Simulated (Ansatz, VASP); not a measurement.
## Tl in VASP and in Ansatz

```
Tl
1.0
     0.00000    3.43939    3.43939
     3.43939    0.00000    3.43939
     3.43939    3.43939    0.00000
Tl
2
Direct
  0.50000 0.50000 0.50000
  0.75000 0.75000 0.75000
```

Alike in both runs: functional r2SCAN; k mesh 4 × 4 × 4; occupations gaussian, width 0.1 eV; no spin polarisation.

Ansatz relaxed the structure, and its values are those at the end. VASP's run is a single point on that final structure, the one shown.

|  | VASP | Ansatz |
| --- | --- | --- |
| version | VASP 6.6.1 | Ansatz 0.2.0 |
| potentials or method | VASP PAW PBE potentials, release 64 (Tl_d), cutoff 520 eV | scalar-relativistic, plane waves, PAW |
| valence electrons in the cell | 26 | 26 |

```tsv
	VASP	Ansatz	Ansatz less VASP
gap on the k mesh at the Fermi level (eV)	none	none	-
pressure (GPa)	0.2	0.2	+0.02
```

VASP's potentials were made for PBE, not for r2SCAN. A gap of «none» marks a metal or a gap that the smearing closes. With one functional, cell and mesh, what is left measures potentials, basis and numerics.

The k mesh is coarse, so the values compare programs but aren't converged. Neither program's run includes spin-orbit coupling.
